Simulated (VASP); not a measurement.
Input of a VASP 6.6.1 run:

Contents of INCAR:

```
PREC = Accurate
ENCUT = 500
EDIFF = 1E-6
ISMEAR = -1
SIGMA = 0.05
LREAL = False
LASPH = True
NELM = 120
ALGO = Normal
ISIF = 2
LWAVE = False
LCHARG = True
GGA = PE
LELF = True
LVHAR = True
NBANDS = 13
GGA_COMPAT = False
```

KPOINTS

```
Automatic mesh
0
Gamma
  14 14 14
```

POSCAR

```
Pb
1.0
    0.0000000000      2.1017894301      2.1017894301
    2.1017894301      0.0000000000      2.1017894301
    2.1017894301      2.1017894301      0.0000000000
Pb
1
Direct
    0.0000000000      0.0000000000      0.0000000000
```

Potentials or basis: VASP PAW PBE potentials, release 64 (Pb_d).

Command:

```sh
$ cat potpaw_PBE.64/Pb_d/POTCAR > POTCAR
$ mpirun -np 1 vasp_std > vasp.out
```

Q: Estimate the pressure.

A: 81.5 GPa.

Q: Estimate the band gap on the k mesh.

A: Zero (band 7 reaches 23.74 eV, above the bottom of band 8 at 11.93 eV).

Caveat: spin-orbit coupling is left out, which moves the levels of the heavy elements.
